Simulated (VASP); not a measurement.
# CoSi (NiAs type) (P6_3/mmc) in VASP: further runs, part 2 of 2

VASP 6.6.1. Earlier steps stand in the parts before.

## 4. Single point, PBE

This run uses another cell than the first one, of 6.84 Å³/atom.

INCAR reads:

```
PREC = Accurate ; ENCUT = 690
EDIFF = 1E-6 ; ISMEAR = -1
SIGMA = 0.08 ; LREAL = False
LASPH = True ; NELM = 120
ALGO = Normal ; ISIF = 2
LWAVE = False ; LCHARG = True
GGA = PE ; LELF = True
LVHAR = True ; NBANDS = 29
GGA_COMPAT = False
```

KPOINTS reads:

```
regular mesh
0
Gamma
  12 12 7
```

POSCAR reads:

```
CoSi
1.0
    2.2219361987      0.0000000000      0.0000000000
   -1.1109680993      1.9242531936      0.0000000000
    0.0000000000      0.0000000000      6.3952730058
Co Si
2 2
Direct
    0.0000000000      0.0000000000      0.0000000000
    0.0000000000      0.0000000000      0.5000000000
    0.3333333333      0.6666666667      0.2500000000
    0.6666666667      0.3333333333      0.7500000000
```

Potentials or basis: VASP PAW PBE potentials, release 64 (Co_sv, Si).

On the command line:

```
> cat potpaw_PBE.64/Co_sv/POTCAR potpaw_PBE.64/Si/POTCAR > POTCAR
> mpirun -np 1 vasp_std > vasp.out
```

OUTCAR:

```text
PREC = Accurate
   ENCUT = 690
   EDIFF = 1E-6
   ISMEAR = -1
   LREAL = False
   LASPH = True
   NELM = 120
   ISIF = 2
   GGA = PE

 ion  position               nearest neighbor table
   1  0.000  0.000  0.000-   3 2.05   4 2.05   3 2.05   4 2.05   4 2.05   3 2.05
   2  0.000  0.000  0.500-   3 2.05   4 2.05   3 2.05   4 2.05   4 2.05   3 2.05
   3  0.333  0.667  0.250-   1 2.05   2 2.05   1 2.05   2 2.05   1 2.05   2 2.05
   4  0.667  0.333  0.750-   1 2.05   2 2.05   1 2.05   2 2.05   1 2.05   2 2.05

  LATTYP: Found a hexagonal cell.
 ALAT       =     2.2219361987
 C/A-ratio  =     2.8782433130

  Lattice vectors:

 A1 = (   2.2219361987,   0.0000000000,   0.0000000000)
 A2 = (  -1.1109680993,   1.9242531936,   0.0000000000)
 A3 = (   0.0000000000,   0.0000000000,   6.3952730058)

Analysis of symmetry for initial positions (statically):
=====================================================================
 Subroutine PRICEL returns:
 Original cell was already a primitive cell.

 Routine SETGRP: Setting up the symmetry group for a
 hexagonal supercell.

 Subroutine GETGRP returns: Found 24 space group operations
 (whereof 12 operations were pure point group operations)
 out of a pool of 24 trial point group operations.

The static configuration has the point symmetry D_3d.
 The point group associated with its full space group is D_6h.

Analysis of symmetry for dynamics (positions and initial velocities):
=====================================================================
 Subroutine PRICEL returns:
 Original cell was already a primitive cell.

 Routine SETGRP: Setting up the symmetry group for a
 hexagonal supercell.

 Subroutine GETGRP returns: Found 24 space group operations
 (whereof 12 operations were pure point group operations)
 out of a pool of 24 trial point group operations.

The dynamic configuration has the point symmetry D_3d.
 The point group associated with its full space group is D_6h.

 Subroutine INISYM returns: Found 24 space group operations
 (whereof 12 operations are pure point group operations),
 and found     1 'primitive' translations

----------------------------------------------------------------------------------------

                                     Primitive cell

  volume of cell :      27.3434

  direct lattice vectors                    reciprocal lattice vectors
     2.221936199  0.000000000  0.000000000     0.450057927  0.259841065  0.000000000
    -1.110968099  1.924253194  0.000000000     0.000000000  0.519682131  0.000000000
     0.000000000  0.000000000  6.395273006     0.000000000  0.000000000  0.156365490

  length of vectors
     2.221936199  2.221936199  6.395273006     0.519682131  0.519682131  0.156365490

  position of ions in fractional coordinates (direct lattice)
     0.000000000  0.000000000  0.000000000
     0.000000000  0.000000000  0.500000000
     0.333333333  0.666666667  0.250000000
     0.666666667  0.333333333  0.750000000

  ion indices of the primitive-cell ions
   primitive index   ion index
                 1           1
                 2           2
                 3           3
                 4           4

----------------------------------------------------------------------------------------

 KPOINTS: regular mesh

[... 21 lines left out ...]

 Following reciprocal coordinates:
            Coordinates               Weight
  0.000000  0.000000  0.000000      1.000000
  0.083333 -0.000000  0.000000      6.000000
  0.166667  0.000000  0.000000      6.000000
  0.250000 -0.000000  0.000000      6.000000
  0.333333  0.000000  0.000000      6.000000
  0.416667  0.000000  0.000000      6.000000
[... 16 lines left out ...]
  0.250000 -0.000000  0.142857     12.000000
  0.333333  0.000000  0.142857     12.000000
 [... further k-points ...]
   k-points           NKPTS =     76   k-points in BZ     NKDIM =     76   number of bands    NBANDS=     29
   number of dos      NEDOS =    301   number of ions     NIONS =      4
   total plane-waves  NPLWV =  22400
   dimension x,y,z NGX =    20 NGY =   20 NGZ =   56
   dimension x,y,z NGXF=    40 NGYF=   40 NGZF=  112
   ions per type =               2   2
   NGX,Y,Z   is equivalent  to a cutoff of  14.96, 14.96, 14.56 a.u.
   NGXF,Y,Z  is equivalent  to a cutoff of  29.93, 29.93, 29.11 a.u.
 SYSTEM =  unknown system
   PREC   = accura    normal or accurate (medium, high low for compatibility)
   ISTART =      0    job   : 0-new  1-cont  2-samecut
   ICHARG =      2    charge: 1-file 2-atom 10-const
   ISPIN  =      1    spin polarized calculation?
   LNONCOLLINEAR =      F non collinear calculations
   LSORBIT =      F    spin-orbit coupling
   LASPH  =      T    aspherical Exc in radial PAW
   ENCUT  =  690.0 eV  50.71 Ry    7.12 a.u.   4.76  4.76 13.70*2*pi/ulx,y,z
   NELM   =    120;   NELMIN=  2; NELMDL= -5     # of ELM steps
   EDIFF  = 0.1E-05   stopping-criterion for ELM
   LREAL  =      F    real-space projection
   EDIFFG = 0.1E-04   stopping-criterion for IOM
   NSW    =      0    number of steps for IOM
   IBRION =     -1    ionic relax: 0-MD 1-quasi-New 2-CG
   NFREE  =      0    steps in history (QN), initial steepest desc. (CG)
   ISIF   =      2    stress and relaxation
   ISYM   =      2    0-nonsym 1-usesym 2-fastsym
   POTIM  = 0.5000    time-step for ionic-motion
   TEBEG  =    0.0;   TEEND  =   0.0 temperature during run
   PSTRESS=    0.0 pullay stress
   NELECT =      42.0000    total number of electrons
   NUPDOWN=      -1.0000    fix difference up-down
   EMIN   =  10.00;   EMAX   =-10.00  energy-range for DOS
   EFERMI =   0.00;   METHOD = LEGACY
   ISMEAR =    -1;   SIGMA  =   0.08  broadening in eV -4-tet -1-fermi 0-gaus
   EFERMI_NEDOS =   21; number of points for ismear=-14 and -15
   IALGO  =     38    algorithm
   IMIX   =      4    mixing-type and parameters
     AMIX     =   0.40;   BMIX     =  1.00
     AMIX_MAG =   1.60;   BMIX_MAG =  1.00
  volume/ion in A,a.u.               =       6.84        46.13
  Fermi-wavevector in a.u.,A,eV,Ry     =   1.888891  3.569487 48.544367  3.567910
  Thomas-Fermi vector in A             =   2.930606
   LORBIT       =      0    0 simple, 1 ext, 2 COOP (PROOUT), +10 PAW based schemes
   GGA     = PE    functional components
   LHFCALC =     F    Hartree Fock is set to
   AEXX    =    0.0000 exact exchange contribution
   IVDW    =     0    specifies the selected vdW correction
   LEPSILON=     F    determine dielectric tensor
   LRPA    =     F    only Hartree local field effects (RPA)
 non-spin polarized calculation
  energy-cutoff  :      690.00
  volume of cell :       27.34
 maximum number of plane-waves:      1138
 NGX is ok and might be reduce to    20
   NGX =  9   NGY =  9   NGZ = 27

 number of electron      41.9999991 magnetization

 Free energy of the ion-electron system (eV)
  ---------------------------------------------------
  ext. energy  EPLUGINS =         0.00000000
  ---------------------------------------------------
  free energy    TOTEN  =       -16.11255548 eV

  energy without entropy =      -16.05457800  energy(sigma->0) =      -16.08356674

 E-fermi :  22.5808     XC(G=0): -15.7767

 val. band max:       22.5750422858   @ k =   0.4167   0.0833   0.2857
 cond. band min:      22.5945921639   @ k =   0.2500   0.1667   0.0000
 fundamental gap:      0.0195498781
 Fermi energy:        22.5807974925

 k-point     1 :       0.0000    0.0000    0.0000
  band No.  band energies     occupation
      1     -73.5311      2.00000
      2     -73.5294      2.00000
      3     -37.2417      2.00000
      4     -37.2129      2.00000
      5     -36.3257      2.00000
      6     -36.3257      2.00000
[... 757 lines left out ...]
     28      34.3261      0.00000
     29      34.8776      0.00000

 [... further k-points ...]

------------------------ aborting loop because EDIFF is reached ----------------------------------------

  FORCE on cell =-STRESS in cart. coord.  units (eV):
  Direction    XX          YY          ZZ          XY          YZ          ZX
  --------------------------------------------------------------------------------------
  -------------------------------------------------------------------------------------
  Total       50.1400477     50.1400477     50.3845605      0.0000000      0.0000000      0.0000000
  in kB     2937.9367110   2937.9367108   2952.2638450      0.0000001      0.0000000      0.0000000
  external PRESSURE =    2942.7124223 kB  Pullay stress =       0.0000000 kB

 VOLUME and BASIS-vectors are now :
 -----------------------------------------------------------------------------
  energy-cutoff  :      690.00
  volume of cell :       27.34
      direct lattice vectors                 reciprocal lattice vectors
     2.221936199  0.000000000  0.000000000     0.450057927  0.259841065  0.000000000
    -1.110968099  1.924253194  0.000000000     0.000000000  0.519682131  0.000000000
     0.000000000  0.000000000  6.395273006     0.000000000  0.000000000  0.156365490

 POSITION                                       TOTAL-FORCE (eV/Angst)
 -----------------------------------------------------------------------------------
      0.00000      0.00000      0.00000         0.000000     -0.000000     -0.000000
      0.00000      0.00000      3.19764         0.000000     -0.000000     -0.000000
     -0.00000      1.28284      1.59882        -0.000000      0.000000      0.000000
      1.11097      0.64142      4.79645         0.000000     -0.000000      0.000000
 -----------------------------------------------------------------------------------
    total drift:                               -0.000000      0.000000      0.000000

  FREE ENERGIE OF THE ION-ELECTRON SYSTEM (eV)
  ---------------------------------------------------
  free  energy   TOTEN  =       -16.1125554848 eV

  energy  without entropy=      -16.0545779958  energy(sigma->0) =      -16.08356674
```

Run time: 73 s. Hardware: 1 thread of AMD EPYC 7R13 (Zen 3), shared host; peak memory 0.18 GiB.

What came out:

```
Free energy            : -16.1126 eV
Pressure               : 294.3 GPa
Band gap on the k mesh : zero (bands 21 and 22 overlap by 2.70 eV)
```

Stress tensor (GPa, compression positive):
```
293.79   0.00   0.00
  0.00 293.79   0.00
  0.00   0.00 295.23
```

Caveat: the cell stands under pressure; the run has no spin polarisation, though such a crystal can be magnetic.

## 5. Overview

| task | potentials or basis | cell | cutoff (eV) | gap on the mesh (eV) | pressure (GPa) |
| --- | --- | --- | --- | --- | --- |
| relaxation of shape and atoms at fixed volume | VASP PAW PBE potentials, release 64 (Co, Si) | relaxed from a = 3.138, b = 3.138, c = 4.663 Å, angles 90.0, 90.0, 120.0°, 4 atoms | 600 | none | 64.0 |
| relaxation of shape and atoms at fixed volume | VASP PAW PBE potentials, release 64 (Co, Si) | relaxed from a = 3.239, b = 3.239, c = 4.814 Å, angles 90.0, 90.0, 120.0°, 4 atoms | 600 | none | 29.8 |
| single point | VASP PAW PBE potentials, release 64 (Co_sv, Si) | a = 2.222, b = 2.222, c = 6.395 Å, angles 90.0, 90.0, 120.0°, 4 atoms | 690 | none | 294.3 |

Alike in all rows: level PBE; no spin polarisation; k mesh 12 × 12 × 7; smearing fermi-dirac 0.08 eV.

Caveats: the run has no spin polarisation, though such a crystal can be magnetic; the cell stands under pressure (at least some runs).

Total energies depend on the potentials used, so only differences within one code and one set of settings carry meaning.

The gap in the log of VASP goes by the Fermi energy; the results here count the filled bands.